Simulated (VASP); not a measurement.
Wanted: the native input for a VASP 6.6.1 run.

```yaml
Task: relaxation of cell and atoms
Functional: PBE
Potentials_or_basis: VASP PAW PBE potentials, release 64 (Dy_3, Ag, H), 4f in core
Cutoff: 500 eV
k_mesh: 4 × 4 × 3
Occupations: gaussian, width 0.2 eV
Spin: no spin polarisation
Dipole_correction: no
Further_INCAR_settings: ALGO = Normal; EDIFF = 1e-07; IBRION = 2; EDIFFG = -0.08; NSW = 36; ISIF = 3
```

The structure of DyAgH2 lies in POSCAR:

```
DyAgH2
1.0
    4.2441541100      0.0000000000      0.0000000000
    0.0000000000      4.2441541100      0.0000000000
    0.0000000000      0.0000000000      6.8765898600
Dy Ag H
2 2 4
Direct
    0.0000000000      0.5000000000      0.5000000000
    0.5000000000      0.0000000000      0.5000000000
    0.0000000000      0.5000000000      0.0000000000
    0.5000000000      0.0000000000      0.0000000000
    0.2558948700      0.7558948700      0.0000000000
    0.7441051300      0.2441051300      0.0000000000
    0.2441051300      0.2558948700      0.0000000000
    0.7558948700      0.7441051300      0.0000000000
```

The cell was generated, and may not be a known phase.

One way to write it, as run:

INCAR

```
PREC = Accurate ; ENCUT = 500
EDIFF = 1E-7 ; ISMEAR = 0
SIGMA = 0.2 ; LREAL = False
LASPH = True ; NELM = 200
ALGO = Normal ; ISIF = 3
LWAVE = False ; LCHARG = False
GGA = PE ; IBRION = 2
NSW = 36 ; EDIFFG = -0.08
GGA_COMPAT = False ; NELMIN = 4
LMAXMIX = 6
```

KPOINTS

```
Automatic mesh
0
Gamma
  4 4 3
```

Potentials or basis: VASP PAW PBE potentials, release 64 (Dy_3, Ag, H), 4f in core.

Command:

```console
$ cat potpaw_PBE.64/Dy_3/POTCAR potpaw_PBE.64/Ag/POTCAR potpaw_PBE.64/H/POTCAR > POTCAR
$ mpirun -np 1 vasp_std > vasp.out
```

It gave:

```json
{
 "Relaxed volume": "18.50 Å³/atom",
 "Relaxed cell": "a = 5.033 Å, b = 5.033 Å, c = 5.844 Å, α = 90.00°, β = 90.00°, γ = 90.00°",
 "Space group after relaxing (to 0.1 Å)": "P4/mmm (No. 123)",
 "Energy gained by relaxing": "517.8 meV/atom",
 "Ionic steps": "13",
 "Pressure after relaxing": "-0.1 GPa",
 "Largest force after relaxing": "0.043 eV/Å",
 "Band gap on the k mesh": "zero (bands 22 and 23 overlap by 0.29 eV)"
}
```

Caveat: the k points lie up to 0.36 Å⁻¹ apart in the final cell; the volume moved by over 15 % at a fixed basis, so the end points are rough; spin-orbit coupling is left out, which moves the levels of the heavy elements; the 4f electrons are frozen in the core, so they carry no moment and show no levels; the relaxation stopped at a loose force limit of 0.08 eV/Å, so its end isn't a converged minimum.

Wall time 4.7 min on 1 thread of Intel(R) Xeon(R) Platinum 8559C (Emerald Rapids), with other jobs on the host, peak memory 0.25 GiB.
